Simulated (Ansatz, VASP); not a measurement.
## Pt in VASP and in Ansatz

File INCAR:

```
SYSTEM = Pt
ALGO = Normal ; EDIFF = 1E-6
ENCUT = 520 ; GGA = CA
ISIF = 2 ; ISMEAR = -1
LASPH = .True. ; LCHARG = .False.
LREAL = .False. ; LWAVE = .False.
NBANDS = 11 ; NELM = 60
PREC = Accurate ; SIGMA = 0.1
```

Contents of KPOINTS:

```
k-points
0
Gamma
  5 5 5
  0 0 0
```

POSCAR

```
Pt
1.0
    0.0000000000      1.9474302061      1.9474302061
    1.9474302061      0.0000000000      1.9474302061
    1.9474302061      1.9474302061      0.0000000000
Pt
1
Direct
    0.0000000000      0.0000000000      0.0000000000
```

Input for Ansatz:

```yaml
crystal:
  lattice:
    - [0.0, 1.9474302061, 1.9474302061]
    - [1.9474302061, 0.0, 1.9474302061]
    - [1.9474302061, 1.9474302061, 0.0]
  atoms:
    - { symbol: Pt, position: [0.0, 0.0, 0.0] }
hamiltonian:
  xc: lda
  pseudopotentials:
    kind: paw
    azcp:
      Pt: "pseudopotentials/Pt.paw.azcp"
basis:
  ecutwfc: 420
  fft_grid_basis: typed
kpoints:
  mp_grid: { grid: [5, 5, 5], shift: [0, 0, 0] }
magnetization:
  spin_polarized: false
scf:
  occupations: { method: fermi_dirac, width: 0.1 }
  lower_state_search: "off"
output:
  stress: true
  write_density: true
  write_potential: true
  elf: true
  volumetric_format: npy
```

Alike in both runs: task single point; functional LDA; k mesh 5 × 5 × 5; occupations fermi-dirac, width 0.1 eV; no spin polarisation.

```csv
,VASP,Ansatz
version,VASP 6.6.1,Ansatz 0.2.0
potentials or method,"VASP PAW LDA potentials, release 64 (Pt), cutoff 520 eV","plane waves (420 eV) with PAW, scalar-relativistic"
valence electrons in the cell,10,18
```

```csv
,VASP,Ansatz,Ansatz less VASP
pressure (GPa),6.5,5.7,-0.77
```

Ansatz warns that its potentials were made for another functional, while VASP's fit it. LDA's correlation is that of Perdew and Zunger in VASP and of Perdew and Wang (1992) in Ansatz. VASP's potentials hold 10 valence electrons a cell and Ansatz's 18, so a difference there can come from the potentials and not from the codes.

The k mesh is coarse, so the values compare programs but aren't converged. Neither program's run includes spin-orbit coupling.
